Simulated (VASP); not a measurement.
# AlRu in VASP: single point with PBEsol

Aim: the single point of AlRu with PBEsol.

All numbers are computed with VASP 6.6.1; they aren't measurements. Logs are shortened: lines on timing, memory, paths and dates and some standing lists are left out, and cuts for length are marked.

**1. The cell of the first run**

The cell holds layers of an interface, 16 atoms: a = 2.976 Å, b = 4.209 Å, c = 17.221 Å, α = 90.00°, β = 90.00°, γ = 90.00°.

**2. Single point, PBEsol**

Contents of INCAR:

```
ALGO = Normal
EDIFF = 1E-6
ENCUT = 520
GGA = PS
ISIF = 2
ISMEAR = 0
LASPH = True
LCHARG = True
LELF = True
LREAL = Auto
LVHAR = True
LWAVE = False
NBANDS = 82
NELM = 80
PREC = Accurate
SIGMA = 0.1
```

Contents of KPOINTS:

```
k-points
0
Gamma
  12 8 2
```

Contents of POSCAR:

```
AlRu
1.0
    2.9764078238      0.0000000000      0.0000000000
    0.0000000000      4.2092763115      0.0000000000
    0.0000000000      0.0000000000     17.2206702245
Al Ru
8 8
Direct
    0.0000000000      0.0000000000      0.0077641015
    0.0000000000      0.5000000000      0.1273860570
    0.0000000000      0.0000000000      0.2476139430
    0.0000000000      0.5000000000      0.3672358985
    0.5000000000      0.5000000000      0.5077641015
    0.5000000000      0.5000000000      0.7476139430
    0.5000000000      0.0000000000      0.6273860570
    0.5000000000      0.0000000000      0.8672358985
    0.5000000000      0.5000000000      0.2491562041
    0.5000000000      0.0000000000      0.1258437959
    0.5000000000      1.0000000000      0.3756844790
    0.0000000000      0.0000000000      0.4993155210
    0.0000000000      0.5000000000      0.6258437959
    0.0000000000      0.0000000000      0.7491562041
    0.0000000000      0.5000000000      0.8756844790
    0.5000000000      0.5000000000     -0.0006844790
```

Potentials or basis: VASP PAW PBE potentials, release 64 (Al, Ru_pv).

On the command line:

```sh
> cat potpaw_PBE.64/Al/POTCAR potpaw_PBE.64/Ru_pv/POTCAR > POTCAR
> mpirun -np 1 vasp_std > vasp.out
```

OUTCAR:

```text
EDIFF = 1E-6
   ENCUT = 520
   GGA = PS
   ISIF = 2
   ISMEAR = 0
   LASPH = True
   LREAL = Auto
   NELM = 80
   PREC = Accurate

 ion  position               nearest neighbor table
   1  0.000  0.000  0.008-  10 2.52  10 2.52  16 2.58  16 2.58  16 2.58  16 2.58   8 2.84   8 2.84
                             2 2.94   2 2.94  15 3.10  15 3.10
   2  0.000  0.500  0.127-   9 2.57   9 2.57  10 2.58  10 2.58  10 2.58  10 2.58  16 2.66  16 2.66
                             1 2.94   1 2.94   3 2.95   3 2.95
   3  0.000  0.000  0.248-  10 2.57  10 2.57   9 2.58   9 2.58   9 2.58   9 2.58  11 2.66  11 2.66
                             4 2.94   4 2.94   2 2.95   2 2.95
   4  0.000  0.500  0.367-   9 2.52   9 2.52  11 2.58  11 2.58  11 2.58  11 2.58   5 2.84   5 2.84
                             3 2.94   3 2.94  12 3.10  12 3.10
   5  0.500  0.500  0.508-  13 2.52  13 2.52  12 2.58  12 2.58  12 2.58  12 2.58   4 2.84   4 2.84
                             7 2.94   7 2.94  11 3.10  11 3.10
   6  0.500  0.500  0.748-  13 2.57  13 2.57  14 2.58  14 2.58  14 2.58  14 2.58  15 2.66  15 2.66
                             8 2.94   8 2.94   7 2.95   7 2.95
   7  0.500  0.000  0.627-  14 2.57  14 2.57  13 2.58  13 2.58  13 2.58  13 2.58  12 2.66  12 2.66
                             5 2.94   5 2.94   6 2.95   6 2.95
   8  0.500  0.000  0.867-  14 2.52  14 2.52  15 2.58  15 2.58  15 2.58  15 2.58   1 2.84   1 2.84
                             6 2.94   6 2.94  16 3.10  16 3.10
   9  0.500  0.500  0.249-   4 2.52   4 2.52   2 2.57   2 2.57   3 2.58   3 2.58   3 2.58   3 2.58
                            10 2.99  10 2.99  11 3.03  11 3.03
  10  0.500  0.000  0.126-   1 2.52   1 2.52   3 2.57   3 2.57   2 2.58   2 2.58   2 2.58   2 2.58
                             9 2.99   9 2.99  16 3.03  16 3.03
  11  0.500  0.000  0.376-   4 2.58   4 2.58   4 2.58   4 2.58  12 2.60  12 2.60   3 2.66   3 2.66
                             9 3.03   9 3.03   5 3.10   5 3.10
  12  0.000  0.000  0.499-   5 2.58   5 2.58   5 2.58   5 2.58  11 2.60  11 2.60   7 2.66   7 2.66
                            13 3.03  13 3.03   4 3.10   4 3.10
  13  0.000  0.500  0.626-   5 2.52   5 2.52   6 2.57   6 2.57   7 2.58   7 2.58   7 2.58   7 2.58
                            14 2.99  14 2.99  12 3.03  12 3.03
  14  0.000  0.000  0.749-   8 2.52   8 2.52   7 2.57   7 2.57   6 2.58   6 2.58   6 2.58   6 2.58
                            13 2.99  13 2.99  15 3.03  15 3.03
  15  0.000  0.500  0.876-   8 2.58   8 2.58   8 2.58   8 2.58  16 2.60  16 2.60   6 2.66   6 2.66
                            14 3.03  14 3.03   1 3.10   1 3.10
  16  0.500  0.500  0.999-   1 2.58   1 2.58   1 2.58   1 2.58  15 2.60  15 2.60   2 2.66   2 2.66
                            10 3.03  10 3.03   8 3.10   8 3.10

  LATTYP: Found a simple orthorhombic cell.
 ALAT       =     2.9764078238
 B/A-ratio  =     1.4142135623
 C/A-ratio  =     5.7857226711

  Lattice vectors:

 A1 = (   2.9764078238,   0.0000000000,   0.0000000000)
 A2 = (   0.0000000000,   4.2092763115,   0.0000000000)
 A3 = (   0.0000000000,   0.0000000000,  17.2206702245)

Analysis of symmetry for initial positions (statically):
=====================================================================
 Subroutine PRICEL returns following result:

  LATTYP: Found a body centered orthorhombic cell.
 ALAT       =     2.9764078238
 B/A-ratio  =     1.4142135623
 C/A-ratio  =     5.7857226711

  Lattice vectors:

 A1 = (  -1.4882039119,   2.1046381558,   8.6103351123)
 A2 = (   1.4882039119,  -2.1046381558,   8.6103351122)
 A3 = (   1.4882039119,   2.1046381557,  -8.6103351123)

   2 primitive cells build up your supercell.

 Routine SETGRP: Setting up the symmetry group for a
 simple orthorhombic supercell.

 Subroutine GETGRP returns: Found  8 space group operations
 (whereof  4 operations were pure point group operations)
 out of a pool of  8 trial point group operations.

The static configuration has the point symmetry C_2v.
 The point group associated with its full space group is D_2h.

Analysis of symmetry for dynamics (positions and initial velocities):
=====================================================================
 Subroutine PRICEL returns following result:

  LATTYP: Found a body centered orthorhombic cell.
 ALAT       =     2.9764078238
 B/A-ratio  =     1.4142135623
 C/A-ratio  =     5.7857226711

  Lattice vectors:

 A1 = (  -1.4882039119,   2.1046381558,   8.6103351123)
 A2 = (   1.4882039119,  -2.1046381558,   8.6103351122)
 A3 = (   1.4882039119,   2.1046381557,  -8.6103351123)

   2 primitive cells build up your supercell.

 Routine SETGRP: Setting up the symmetry group for a
[... 57 lines left out ...]

  Cartesian coordinates                     Fractional coordinates (reciprocal lattice)
     0.027997955  0.000000000  0.000000000     0.083333333  0.000000000  0.000000000
     0.000000000  0.029696316  0.000000000     0.000000000  0.125000000  0.000000000
     0.000000000  0.000000000  0.029034875     0.000000000  0.000000000  0.500000000

  Length of vectors
     0.027997955  0.029696316  0.029034875

  Shift w.r.t. Gamma in fractional coordinates (k-lattice)
     0.000000000  0.000000000  0.000000000

 Subroutine IBZKPT returns following result:
 ===========================================

 Found     70 irreducible k-points:

 Following reciprocal coordinates:
            Coordinates               Weight
  0.000000  0.000000  0.000000      1.000000
  0.083333  0.000000  0.000000      2.000000
  0.166667  0.000000  0.000000      2.000000
  0.250000  0.000000  0.000000      2.000000
  0.333333  0.000000  0.000000      2.000000
  0.416667  0.000000  0.000000      2.000000
[... 16 lines left out ...]
  0.083333  0.375000  0.000000      4.000000
  0.166667  0.375000  0.000000      4.000000
 [... further k-points ...]
   k-points           NKPTS =     70   k-points in BZ     NKDIM =     70   number of bands    NBANDS=     82
   number of dos      NEDOS =    301   number of ions     NIONS =     16
   total plane-waves  NPLWV =  98304
   dimension x,y,z NGX =    24 NGY =   32 NGZ =  128
   dimension x,y,z NGXF=    48 NGYF=   64 NGZF=  256
   ions per type =               8   8
   NGX,Y,Z   is equivalent  to a cutoff of  13.41, 12.64, 12.36 a.u.
   NGXF,Y,Z  is equivalent  to a cutoff of  26.81, 25.28, 24.71 a.u.
 SYSTEM =  unknown system
   PREC   = accura    normal or accurate (medium, high low for compatibility)
   ISTART =      0    job   : 0-new  1-cont  2-samecut
   ICHARG =      2    charge: 1-file 2-atom 10-const
   ISPIN  =      1    spin polarized calculation?
   LNONCOLLINEAR =      F non collinear calculations
   LSORBIT =      F    spin-orbit coupling
   LASPH  =      T    aspherical Exc in radial PAW
   ENCUT  =  520.0 eV  38.22 Ry    6.18 a.u.   5.53  7.83 32.02*2*pi/ulx,y,z
   NELM   =     80;   NELMIN=  2; NELMDL= -5     # of ELM steps
   EDIFF  = 0.1E-05   stopping-criterion for ELM
   LREAL  =      T    real-space projection
   EDIFFG = 0.1E-04   stopping-criterion for IOM
   NSW    =      0    number of steps for IOM
   IBRION =     -1    ionic relax: 0-MD 1-quasi-New 2-CG
   NFREE  =      0    steps in history (QN), initial steepest desc. (CG)
   ISIF   =      2    stress and relaxation
   ISYM   =      2    0-nonsym 1-usesym 2-fastsym
   POTIM  = 0.5000    time-step for ionic-motion
   TEBEG  =    0.0;   TEEND  =   0.0 temperature during run
   PSTRESS=    0.0 pullay stress
   NELECT =     136.0000    total number of electrons
   NUPDOWN=      -1.0000    fix difference up-down
   EMIN   =  10.00;   EMAX   =-10.00  energy-range for DOS
   EFERMI =   0.00;   METHOD = LEGACY
   ISMEAR =     0;   SIGMA  =   0.10  broadening in eV -4-tet -1-fermi 0-gaus
   EFERMI_NEDOS =   21; number of points for ismear=-14 and -15
   IALGO  =     38    algorithm
   IMIX   =      4    mixing-type and parameters
     AMIX     =   0.40;   BMIX     =  1.00
     AMIX_MAG =   1.60;   BMIX_MAG =  1.00
  volume/ion in A,a.u.               =      13.48        91.00
  Fermi-wavevector in a.u.,A,eV,Ry     =   1.403690  2.652589 26.808174  1.970345
  Thomas-Fermi vector in A             =   2.526326
   LORBIT       =      0    0 simple, 1 ext, 2 COOP (PROOUT), +10 PAW based schemes
   GGA     = PS    functional components
   LHFCALC =     F    Hartree Fock is set to
   AEXX    =    0.0000 exact exchange contribution
   IVDW    =     0    specifies the selected vdW correction
   LEPSILON=     F    determine dielectric tensor
   LRPA    =     F    only Hartree local field effects (RPA)
 non-spin polarized calculation
 Gauss-broadening in eV      SIGMA  =   0.10
  energy-cutoff  :      520.00
  volume of cell :      215.75
 maximum number of plane-waves:      5860
 NGX is ok and might be reduce to    24
   NGX = 11   NGY = 15   NGZ = 65

 number of electron     135.9999980 magnetization

 Free energy of the ion-electron system (eV)
  ---------------------------------------------------
  ext. energy  EPLUGINS =         0.00000000
  ---------------------------------------------------
  free energy    TOTEN  =      -123.16059075 eV

  energy without entropy =     -123.11941853  energy(sigma->0) =     -123.14000464

 E-fermi :  10.7135     XC(G=0): -12.6424

 val. band max:       10.7128165238   @ k =   0.0000   0.5000   0.0000
 cond. band min:      10.7175483703   @ k =   0.4167   0.5000   0.0000
 fundamental gap:      0.0047318465
 Fermi energy:        10.7134806416

 k-point     1 :       0.0000    0.0000    0.0000
  band No.  band energies     occupation
      1     -31.8964      2.00000
      2     -31.8963      2.00000
      3     -31.5743      2.00000
      4     -31.5743      2.00000
      5     -31.5016      2.00000
      6     -31.5010      2.00000
[... 1981 lines left out ...]
     79      14.2066      0.00000
     80      15.2852      0.00000

 [... further k-points ...]

 [bands above 80 left out]

------------------------ aborting loop because EDIFF is reached ----------------------------------------

  FORCE on cell =-STRESS in cart. coord.  units (eV):
  Direction    XX          YY          ZZ          XY          YZ          ZX
  --------------------------------------------------------------------------------------
  -------------------------------------------------------------------------------------
  Total       -1.5124505     -6.7523604      0.0278240      0.0000000      0.0000000      0.0000000
  in kB      -11.2316049    -50.1436881      0.2066238      0.0000000      0.0000000      0.0000000
  external PRESSURE =     -20.3895564 kB  Pullay stress =       0.0000000 kB

 VOLUME and BASIS-vectors are now :
 -----------------------------------------------------------------------------
  energy-cutoff  :      520.00
  volume of cell :      215.75
      direct lattice vectors                 reciprocal lattice vectors
     2.976407824  0.000000000  0.000000000     0.335975464  0.000000000  0.000000000
     0.000000000  4.209276312  0.000000000     0.000000000  0.237570529  0.000000000
     0.000000000  0.000000000 17.220670225     0.000000000  0.000000000  0.058069749

 POSITION                                       TOTAL-FORCE (eV/Angst)
 -----------------------------------------------------------------------------------
      0.00000      0.00000      0.13370        -0.000000      0.000000     -0.008921
      0.00000      2.10464      2.19367        -0.000000      0.000000     -0.001905
      0.00000      0.00000      4.26408         0.000000      0.000000      0.001905
      0.00000      2.10464      6.32405        -0.000000      0.000000      0.008921
      1.48820      2.10464      8.74404        -0.000000     -0.000000     -0.008921
      1.48820      2.10464     12.87441         0.000000      0.000000      0.001905
[... 8 lines left out ...]
      0.00000      2.10464     15.07987        -0.000000      0.000000      0.012022
      1.48820      2.10464     17.20888        -0.000000     -0.000000     -0.012022
 -----------------------------------------------------------------------------------
    total drift:                                0.000000     -0.000000      0.000000

  FREE ENERGIE OF THE ION-ELECTRON SYSTEM (eV)
  ---------------------------------------------------
  free  energy   TOTEN  =      -123.1605907522 eV

  energy  without entropy=     -123.1194185310  energy(sigma->0) =     -123.14000464
```

It took 13 min on 1 thread of Intel Xeon 6975P-C (Granite Rapids), shared host; peak memory 0.79 GiB.

What came out:

```yaml
Free_energy: -123.1606 eV
Pressure: -2.0 GPa
Largest_force: 0.012 eV/Å
Band_gap_on_the_k_mesh: zero (band 68 reaches 11.96 eV, above the bottom of band 69 at 10.00 eV)
```

Forces on the atoms (eV/Å):
```
Al   0.000  0.000 -0.009
Al   0.000  0.000 -0.002
Al   0.000  0.000  0.002
Al   0.000  0.000  0.009
Al   0.000  0.000 -0.009
Al   0.000  0.000  0.002
Al   0.000  0.000 -0.002
Al   0.000  0.000  0.009
Ru   0.000  0.000  0.001
Ru   0.000  0.000 -0.001
Ru   0.000  0.000  0.012
Ru   0.000  0.000 -0.012
Ru   0.000  0.000 -0.001
Ru   0.000  0.000  0.001
Ru   0.000  0.000  0.012
Ru   0.000  0.000 -0.012
```

Stress tensor (GPa, compression positive):
```
-1.12  0.00  0.00
 0.00 -5.01  0.00
 0.00  0.00  0.02
```

Caveat: the PAW data sets were made with another functional, which shifts forces and pressure a little.
